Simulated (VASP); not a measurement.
Input of a VASP 6.6.1 run:

INCAR

```
PREC = Accurate ; ENCUT = 500
EDIFF = 1E-6 ; ISMEAR = -1
SIGMA = 0.1 ; LREAL = F
LASPH = T ; NELM = 120
ALGO = Normal ; ISIF = 2
LWAVE = F ; LCHARG = T
GGA = PE ; LELF = T
LVHAR = T ; NBANDS = 13
GGA_COMPAT = F
```

KPOINTS

```
regular mesh
0
Gamma
  4 4 4
```

File POSCAR:

```
W
1.0
   -1.5391218175      1.5391218175      1.5391218175
    1.5391218175     -1.5391218175      1.5391218175
    1.5391218175      1.5391218175     -1.5391218175
W
1
Direct
    0.0000000000      0.0000000000      0.0000000000
```

Potentials or basis: VASP PAW PBE potentials, release 64 (W_sv).

Command:

```console
$ cat potpaw_PBE.64/W_sv/POTCAR > POTCAR
$ mpirun -np 1 vasp_std > vasp.out
```

(1) Estimate the pressure.

(2) Predict the band gap on the k mesh.

Results:

(1) 37.8 GPa.

(2) zero (band 7 reaches 18.57 eV, above the bottom of band 8 at 11.37 eV).

Caveat: the k points lie up to 0.72 Å⁻¹ apart; spin-orbit coupling is left out, which moves the levels of the heavy elements.
